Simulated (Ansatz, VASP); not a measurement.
## Two plane-wave programs on Pt

File INCAR:

```
ALGO     = Fast           # electronic algorithm
EDIFF    = 1E-7           # SCF threshold, eV
ENCUT    = 520            # plane-wave cutoff, eV
ISIF     = 2              # what is computed and relaxed
ISMEAR   = 0              # smearing method
LASPH    = T              # aspherical terms in the spheres
LCHARG   = F              # write CHGCAR
LREAL    = F              # projectors in reciprocal space
LWAVE    = F              # write WAVECAR
NBANDS   = 17             # bands
NELM     = 100            # most SCF steps
PREC     = Accurate       # precision mode
SIGMA    = 0.15           # smearing width, eV
```

File KPOINTS:

```
k-points
0
Gamma
  18 18 10
```

File POSCAR:

```
Pt
1.0
    2.7081940711      0.0000000000      0.0000000000
   -1.3540970355      2.3453648639      0.0000000000
    0.0000000000      0.0000000000      4.6773974959
Pt
2
Direct
    0.6361810049      0.2723620098      0.7500000000
    0.3638189951      0.7276379902      0.2500000000
```

Input for Ansatz:

```yaml
crystal:
  lattice:
    - [2.7081940711, 0.0, 0.0]
    - [-1.3540970355, 2.3453648639, 0.0]
    - [0.0, 0.0, 4.6773974959]
  atoms:
    - { symbol: Pt, position: [0.6361810049, 0.2723620098, 0.75] }
    - { symbol: Pt, position: [0.3638189951, 0.7276379902, 0.25] }
basis:
  ecutwfc: 420
kpoints:
  mp_grid: { grid: [18, 18, 10] }
hamiltonian:
  xc: lda
scf:
  occupations: { method: gaussian, width: 0.15 }
output:
  forces: true
  stress: true
  eigenvalues: true
```

Change from the starting cell: mode 1 frozen in at +0.000 Å and mode 2 at -0.143 Å (largest displacements).

Alike in both runs: task single point; functional LDA; k mesh 18 × 18 × 10; occupations gaussian, width 0.15 eV; no spin polarisation.

|  | VASP | Ansatz |
| --- | --- | --- |
| version | VASP 6.6.1 | Ansatz 0.2.0 |
| potentials or method | VASP PAW LDA potentials, release 64 (Pt), cutoff 520 eV | scalar-relativistic, plane waves, PAW |
| valence electrons in the cell | 20 | 36 |

```tsv
	VASP	Ansatz	Ansatz less VASP
gap on the k mesh at the Fermi level (eV)	none	none	-
pressure (GPa)	2.2	1.4	-0.76
traceless stress, the component that is largest in VASP (GPa)	-3.09	-3.16	-0.076
rms of the force components (eV/Å)	0.150	0.144	-0.0056
```

LDA's correlation is that of Perdew and Zunger in VASP and of Perdew and Wang (1992) in Ansatz. Atom by atom the forces differ by 0.006 eV/Å (rms over components). A gap of «none» marks a metal or a gap that the smearing closes. VASP's potentials hold 20 valence electrons a cell and Ansatz's 36, so a difference there can come from the potentials and not from the codes.

Neither program's run includes spin-orbit coupling.
